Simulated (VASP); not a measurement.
Write the native input for VASP 6.6.1 that does the following.

| Property | Result |
| --- | --- |
| Task | single point |
| Functional | PBE |
| Potentials or basis | VASP PAW PBE potentials, release 64 (W_sv, C) |
| Cutoff | 520 eV |
| k mesh | 4 × 4 × 3 |
| Occupations | fermi-dirac, width 0.5 eV |
| Spin | no spin polarisation |
| Dipole correction | no |
| Further INCAR settings | ALGO = Normal; EDIFF = 1e-06; NBANDS = 78 |

The structure of W7C8 (a cell with a defect) lies in POSCAR:

```
W7C8
1.0
    5.8626610600      0.0000000000      0.0000000000
   -2.9313305300      5.0772134100      0.0000000000
    0.0000000000      0.0000000000      5.6902837200
W C
7 8
Direct
   -0.0035412583     -0.0047723028      0.0030613588
   -0.4181792078     -0.4005116263      0.5034501162
   -0.0011741005      0.4905041011      0.0031182979
   -0.0026763355      0.4820195257      0.5030562870
    0.4966133757     -0.0008443608      0.0030318348
    0.4760120067      0.0239826437      0.5030351984
    0.4971803423      0.4962643475      0.0032557252
    0.3326483798      0.1697610343      0.2364261724
    0.3328058346      0.1699688255      0.7696299896
    0.3316448857      0.6719227112      0.2597380153
    0.3316374886      0.6717537209      0.7464372972
    0.8170146271      0.1605144268      0.2516066106
    0.8170033989      0.1601685677      0.7541854170
    0.8406720803      0.6502482235      0.2375616167
    0.8407317591      0.6500492954      0.7688486577
```

These files were run (other wordings do the same):

INCAR

```
SYSTEM = W7C8
PREC = Accurate ; ENCUT = 520
EDIFF = 1E-6 ; ISMEAR = -1
SIGMA = 0.5 ; LREAL = .False.
LASPH = .True. ; NELM = 120
ALGO = Normal ; ISIF = 2
LWAVE = .False. ; LCHARG = .False.
GGA = PE ; NBANDS = 78
GGA_COMPAT = .False.
```

KPOINTS

```
Automatic mesh
0
Gamma
  4 4 3
  0 0 0
```

Potentials or basis: VASP PAW PBE potentials, release 64 (W_sv, C).

Command:

```console
$ cat potpaw_PBE.64/W_sv/POTCAR potpaw_PBE.64/C/POTCAR > POTCAR
$ mpirun -np 1 vasp_std > vasp.out
```

Results of the run:

- Pressure: -0.7 GPa
- Largest force: 3.153 eV/Å
- Band gap on the k mesh: zero (bands 65 and 66 overlap by 0.57 eV)

Caveat: the k points lie up to 0.37 Å⁻¹ apart, too coarse for converged energies and pressures of a metal; so wide a smearing shifts energies and pressures; spin-orbit coupling is left out, which moves the levels of the heavy elements.

Wall time 11 min on 1 thread of Oxide Virtual Turin-like Processor, on a shared host, peak memory 0.4 GiB.
